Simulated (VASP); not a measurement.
**W2C5F: single point with PBE**

Crystal: W2C5F.

```
CELL_PARAMETERS angstrom
3.59791 0.00000 0.00000
0.00000 3.59791 0.00000
0.00000 0.00000 7.88851
ATOMIC_POSITIONS crystal
W 0.00000 0.00000 0.00000
W 0.50000 0.50000 0.50000
C 0.00000 0.50000 0.26231
C 0.50000 0.00000 0.73769
C 0.50000 0.00000 0.26231
C 0.00000 0.50000 0.73769
C 0.50000 0.50000 0.00000
F 0.00000 0.00000 0.50000
```

The cell was generated, and may not be a known phase.

```yaml
Program: VASP 6.6.1
Task: single point
Functional: PBE
Potentials_or_basis: VASP PAW PBE potentials, release 64 (W_sv, C, F)
Cutoff: 520 eV
k_mesh: 6 × 6 × 2
Occupations: gaussian, width 0.1 eV
Spin: collinear spin, zero start
Starting_moments: "[0.0, 0.0, 0.0, 0.0, 0.0, 0.0, 0.0, 0.0] μB"
Dipole_correction: no
Further_INCAR_settings: ALGO = Normal; EDIFF = 1e-06; NBANDS = 42
```

| Item | Value |
| --- | --- |
| Pressure | -44.9 GPa |
| Largest force | 0.093 eV/Å |
| Net moment | 0.00 μB per cell |
| Valence electrons inside the program's atomic spheres | W 11.34; C 2.03, 2.06 (each value once); F 6.02 |

Forces on the atoms (eV/Å):
```
W    0.000  0.000  0.000
W    0.000  0.000  0.000
C    0.000  0.000  0.093
C    0.000  0.000 -0.093
C    0.000  0.000  0.093
C    0.000  0.000 -0.093
C    0.000  0.000  0.000
F    0.000  0.000  0.000
```

Stress tensor (GPa, compression positive):
```
-46.62   0.00   0.00
  0.00 -46.62   0.00
  0.00   0.00 -41.43
```

Levels at points of the mesh, in eV from the Fermi level:
Spin up:
| k point | band 25 | band 26 | band 27 | band 28 | band 29 | band 30 |
| --- | --- | --- | --- | --- | --- | --- |
| (0.00, 0.00, 0.00) | -0.62 | -0.48 | -0.41 | -0.41 | 0.05 | 0.17 |
| (0.50, 0.00, 0.00) | -1.42 | -1.27 | -0.16 | 0.12 | 0.31 | 0.42 |
| (0.50, 0.50, 0.00) | -2.18 | -0.14 | 0.57 | 0.96 | 0.98 | 1.31 |
| (0.00, 0.00, 0.50) | -1.52 | -0.55 | -0.55 | -0.54 | 0.05 | 0.19 |
| (0.50, 0.00, 0.50) | -1.30 | -0.51 | -0.01 | 0.08 | 0.17 | 0.34 |
| (0.50, 0.50, 0.50) | -1.71 | 0.02 | 0.02 | 0.06 | 0.24 | 0.57 |
Spin down:
```
           k point  band 24  band 25  band 26  band 27  band 28  band 29  band 30  band 31
(0.00, 0.00, 0.00)    -1.99    -0.62    -0.48    -0.41    -0.41     0.05     0.17     0.17
(0.50, 0.00, 0.00)    -1.58    -1.42    -1.27    -0.16     0.12     0.31     0.42     0.91
(0.50, 0.50, 0.00)    -2.58    -2.18    -0.14     0.57     0.96     0.98     1.31     1.38
(0.00, 0.00, 0.50)    -2.25    -1.52    -0.55    -0.55    -0.54     0.05     0.19     1.04
(0.50, 0.00, 0.50)    -1.36    -1.30    -0.51    -0.01     0.08     0.17     0.34     0.59
(0.50, 0.50, 0.50)    -1.71    -1.71     0.02     0.02     0.06     0.24     0.57     0.96
```

It took 2.1 min on 1 thread of Intel(R) Xeon(R) Platinum 8375C CPU @ 2.90GHz (Ice Lake), on a shared host, peak memory 0.31 GiB.

Caveat: the k points lie up to 0.40 Å⁻¹ apart; no moment was typed at the start, so none could form; spin-orbit coupling is left out, which moves the levels of the heavy elements.
